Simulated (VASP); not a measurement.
Wanted: the native input for a VASP 6.6.1 run.

```yaml
Task: single point
Functional: PBE
Potentials_or_basis: VASP PAW PBE potentials, release 64 (Na_pv)
Cutoff: 520 eV
k_mesh: 12 × 12 × 12
Occupations: methfessel-paxton, width 0.1 eV
Spin: no spin polarisation
Dipole_correction: no
Further_INCAR_settings: ALGO = Fast; EDIFF = 1e-07; NBANDS = 10
```

The structure of Na lies in POSCAR:

```
Na
1.0
   -2.0576110000      2.1435560000      2.1993280000
    2.1081360000     -2.0830750000      2.1893720000
    2.0920000000      2.1174640000     -2.1388470000
Na
1
Direct
   -0.0012990000     -0.0002080000     -0.0053070000
```

One way to write it, as run:

INCAR

```
PREC = Accurate
ENCUT = 520
EDIFF = 1E-7
ISMEAR = 1
SIGMA = 0.1
LREAL = F
LASPH = T
NELM = 100
ALGO = Fast
ISIF = 2
LWAVE = F
LCHARG = F
GGA = PE
NBANDS = 10
```

KPOINTS

```
regular mesh
0
Gamma
  12 12 12
```

Potentials or basis: VASP PAW PBE potentials, release 64 (Na_pv).

Launch:

```sh
$ cat potpaw_PBE.64/Na_pv/POTCAR > POTCAR
$ mpirun -np 1 vasp_std > vasp.out
```

Results of the run:

```
Pressure               : -0.4 GPa
Band gap on the k mesh : zero (an odd number of electrons rules out a gap without spin polarisation)
```

Run time: 3.3 min on 1 thread of AMD EPYC 7R13 Processor (Zen 3), on a shared host, peak memory 0.34 GiB.
